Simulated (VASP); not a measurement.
Write the native input for VASP 6.6.1 that does the following.

```yaml
Task: single point
Functional: PBE
Potentials_or_basis: VASP PAW PBE potentials, release 64 (Al, N)
Cutoff: 520 eV
k_mesh: 3 × 3 × 3
Occupations: gaussian, width 0.1 eV
Spin: no spin polarisation
Dipole_correction: no
Further_INCAR_settings: LREAL = Auto; ALGO = Normal; EDIFF = 1e-06; NBANDS = 63
```

The structure of Al27N (a cell with a defect) lies in POSCAR:

```
Al27N
1.0
   -6.0624313821     -6.0624313821      0.0000000000
   -6.0624313821      0.0000000000     -6.0624313821
    0.0000000000     -6.0624313821     -6.0624313821
Al N
27 1
Direct
    0.6659004029      0.6663607793      0.6661646533
    0.3405914013      0.6591048621      0.6572541195
    0.0060459241      0.6583373482      0.6656528950
    0.6585835366      0.3411094278      0.6572373770
    0.3241366996      0.3246551385      0.6702524522
   -0.0168175924      0.3158321108      0.6827805940
    0.6578663326      0.0065561979      0.6656468743
    0.3154008482     -0.0162997309      0.6827514802
   -0.0003465606      0.0000303509      0.6218095946
    0.6750422796      0.6755589040      0.3193465423
    0.3378221329      0.6618723161      0.3324483813
    0.0060454292      0.6583675342      0.3345233739
    0.6613542071      0.3383400769      0.3324530000
    0.3241311738      0.3246517570      0.3455580555
   -0.0068639952      0.3418277865      0.3303836982
    0.6578581676      0.0065582598      0.3345340957
    0.3413556987     -0.0063519894      0.3303495535
   -0.0003922519      0.0000913825      0.3324486288
    0.6750365888      0.6755558524     -0.0053516482
    0.3405804322      0.6591145117      0.0076453649
    0.0159866552      0.6843023432     -0.0178375627
    0.6585740520      0.3411172630      0.0076670559
    0.3333313604      0.3338029534     -0.0012682205
   -0.0068632529      0.3418580549     -0.0007470600
    0.6838488947      0.0165077332     -0.0178857282
    0.3413472862     -0.0063486904     -0.0007611633
   -0.0004127057      0.0001510945      0.0430746319
    0.9995339523      1.0001704956      0.8324435663
```

The input as run:

INCAR

```
PREC = Accurate
ENCUT = 520
EDIFF = 1E-6
ISMEAR = 0
SIGMA = 0.1
LREAL = Auto
LASPH = T
NELM = 60
ALGO = Normal
ISIF = 2
LWAVE = F
LCHARG = F
GGA = PE
NBANDS = 63
```

KPOINTS

```
regular mesh
0
Gamma
  3 3 3
```

Potentials or basis: VASP PAW PBE potentials, release 64 (Al, N).

The run is started by

```console
$ cat potpaw_PBE.64/Al/POTCAR potpaw_PBE.64/N/POTCAR > POTCAR
$ mpirun -np 1 vasp_std > vasp.out
```

It gave:

| Quantity | Value |
| --- | --- |
| Pressure | 1.7 GPa |
| Largest force | 0.009 eV/Å |
| Band gap on the k mesh | zero (bands 43 and 44 overlap by 0.47 eV) |

Run time: 16 min on 1 thread of Intel(R) Xeon(R) Platinum 8259CL CPU @ 2.50GHz (Skylake/Cascade Lake) (shared host), peak memory 0.66 GiB.
